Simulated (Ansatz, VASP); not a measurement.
# TiO2, level by level in two programs

```xyz
12
Lattice="6.1123 -1.8708 0.0000 6.1123 1.8708 0.0000 -1.9154 0.0000 6.2865" Properties=species:S:1:pos:R:3 pbc="T T T"
Ti   10.4483    0.0000    1.8206
Ti    1.8438    0.0000    1.7839
Ti   -0.1391    0.0000    4.4659
Ti    8.4654    0.0000    4.5026
O     3.8625    0.0000    1.8444
O     1.9712    0.0000    4.1019
O     8.6946    0.0000    6.2569
O     8.3379    0.0000    2.1846
O    10.3045    0.0000    3.9606
O     1.6145    0.0000    0.0296
O     6.4467    0.0000    4.4421
O     0.0047    0.0000    2.3259
```

Single points on this cell with VASP 6.6.1 and Ansatz 0.2.0. Each row is one pair of runs. Alike in all rows: spin: off; k mesh: 8 × 8 × 4; smearing: fermi-dirac, width 0.05 eV.

| level | VASP's potentials, cutoff | Ansatz's potentials, cutoff | gap on the k mesh at the Fermi level (eV), VASP | gap on the k mesh at the Fermi level (eV), Ansatz | least direct gap on the mesh (eV), VASP | least direct gap on the mesh (eV), Ansatz | pressure (GPa), VASP | pressure (GPa), Ansatz |
| --- | --- | --- | --- | --- | --- | --- | --- | --- |
| b88 exchange, pbe correlation | VASP PAW PBE potentials, release 64 (Ti_sv, O), 600 eV | Ansatz PAW, 420 eV | 2.79 | 2.82 | 2.97 | 2.99 | 3.1 | 2.6 |
| PBEsol+D4 | VASP PAW PBE potentials, release 64 (Ti_sv, O), 600 eV | Ansatz PAW, 420 eV | 2.77 | 2.79 | 2.94 | 2.97 | -4.1 | -4.5 |
| r2SCAN | VASP PAW PBE potentials, release 64 (Ti_sv, O), 520 eV | Ansatz PAW, 500 eV | 3.21 | 3.19 | 3.40 | 3.38 | -0.5 | -1.6 |
| RPBE | VASP PAW PBE potentials, release 64 (Ti_sv, O), 520 eV | Ansatz PAW, 420 eV | 2.83 | 2.85 | 3.00 | 3.02 | 7.7 | 7.2 |
| revPBE+D4 | VASP PAW PBE potentials, release 64 (Ti_sv, O), 520 eV | Ansatz PAW, 420 eV | 2.82 | 2.84 | 2.99 | 3.02 | -0.4 | -0.9 |

Gap on the k mesh at the fermi level (eV): the two programs differ by at most 0.022; least direct gap on the mesh (eV): the two programs differ by at most 0.022; pressure (GPa): the two programs differ by at most 1.12.
